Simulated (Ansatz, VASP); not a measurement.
## Te2Mo: VASP beside Ansatz

The input POSCAR:

```
Te2Mo
1.0
    3.5623879366      0.0000000000      0.0000000000
   -1.7811939683      3.0851184512      0.0000000000
    0.0000000000      0.0000000000     22.7517376597
Te Mo
4 2
Direct
    0.3333333333      0.6666666667      0.0765285846
    0.6666666667      0.3333333333      0.7787587513
    0.6666666667      0.3333333333      0.9234714154
    0.3333333333      0.6666666667      0.2212412487
    0.3333333333      0.6666666667      0.8510711437
    0.6666666667      0.3333333333      0.1489288563
```

File INCAR.step1:

```
PREC = Accurate
ENCUT = 520
ISMEAR = 0
SIGMA = 0.05
LREAL = False
LASPH = True
NELM = 100
NBANDS = 35
GGA = PE
ALGO = Normal
EDIFF = 1E-4
LWAVE = True
LCHARG = False
```

The input INCAR.step2:

```
PREC = Accurate
ENCUT = 520
EDIFF = 1E-7
ISMEAR = 0
SIGMA = 0.05
LREAL = False
LASPH = True
NELM = 100
ALGO = Normal
ISIF = 2
LWAVE = False
LCHARG = False
METAGGA = R2SCAN
LMIXTAU = True
NBANDS = 35
ISTART = 1
```

The input KPOINTS:

```
regular mesh
0
Gamma
  12 12 2
```

Input for Ansatz:

```yaml
crystal:
  lattice:
    - [3.5623879366, 0.0, 0.0]
    - [-1.7811939683, 3.0851184512, 0.0]
    - [0.0, 0.0, 22.7517376597]
  atoms:
    - { symbol: Te, position: [0.3333333333, 0.6666666667, 0.0765285846] }
    - { symbol: Te, position: [0.6666666667, 0.3333333333, 0.7787587513] }
    - { symbol: Te, position: [0.6666666667, 0.3333333333, 0.9234714154] }
    - { symbol: Te, position: [0.3333333333, 0.6666666667, 0.2212412487] }
    - { symbol: Mo, position: [0.3333333333, 0.6666666667, 0.8510711437] }
    - { symbol: Mo, position: [0.6666666667, 0.3333333333, 0.1489288563] }
basis:
  ecutwfc: 500
kpoints:
  mp_grid: { grid: [12, 12, 2] }
hamiltonian:
  xc: r2scan
scf:
  occupations: { method: gaussian, width: 0.05 }
output:
  forces: true
  stress: true
  eigenvalues: true
```

Change from the starting cell: strain +0.000 along x and y, -0.080 along z, atoms carried along.

Alike in both runs: task single point; functional r2SCAN; k mesh 12 × 12 × 2; occupations gaussian, width 0.05 eV; no spin polarisation.

```csv
,VASP,Ansatz
version,VASP 6.6.1,Ansatz 0.2.0
potentials or method,"VASP PAW PBE potentials, release 64 (Te, Mo_sv), cutoff 520 eV","scalar-relativistic, plane waves, PAW"
valence electrons in the cell,52,92
```

```csv
,VASP,Ansatz,Ansatz less VASP
gap on the k mesh at the Fermi level (eV),0.16,0.19,+0.023
least direct gap on the mesh (eV),0.90,0.90,+0.001
rms of the force components (eV/Å),1.158,1.139,-0.0199
```

VASP's potentials were made for PBE, not for r2SCAN. Atom by atom the forces differ by 0.020 eV/Å (rms over components). VASP's potentials hold 52 valence electrons a cell and Ansatz's 92, so a difference there can come from the potentials and not from the codes.

Neither program's run includes spin-orbit coupling.
